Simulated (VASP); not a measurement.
Runs of VASP 6.6.1 on Si2W (AlB2 type). The structure is that of space group P6/mmm (No. 191), or close to it. The cells are those of the table. 

```tsv
task	cell	cutoff (eV)	gap on the mesh (eV)	pressure (GPa)
relaxation of cell and atoms	relaxed to 29 GPa from a = 4.120, b = 4.120, c = 2.543 Å, angles 90.0, 90.0, 120.0°, 3 atoms	600	none	29.0
single point	a = 4.120, b = 4.120, c = 2.542 Å, angles 90.0, 90.0, 120.0°, 3 atoms	520	none	29.3
relaxation of cell and atoms	relaxed to 29 GPa from a = 3.384, b = 3.384, c = 3.722 Å, angles 90.0, 90.0, 120.0°, 3 atoms	600	none	29.0
single point	a = 4.120, b = 4.120, c = 2.543 Å, angles 90.0, 90.0, 120.0°, 3 atoms	520	none	(a)
```

Alike in all rows: level PBE; potentials or basis VASP PAW PBE potentials, release 64 (W_sv, Si); no spin polarisation; k mesh 9 × 9 × 7; smearing fermi-dirac 0.1 eV.

Problem. Estimate the missing entries.

Solution. (a) 29.2.

Caveats: spin-orbit coupling is left out, which moves the levels of the heavy elements; the cell is relaxed towards a set pressure, so the enthalpy falls and the energy may rise (some runs).

A k mesh can miss the band edges, and the runs leave out spin-orbit coupling on W.

A gap of «none» marks levels without a gap at the run's occupations.
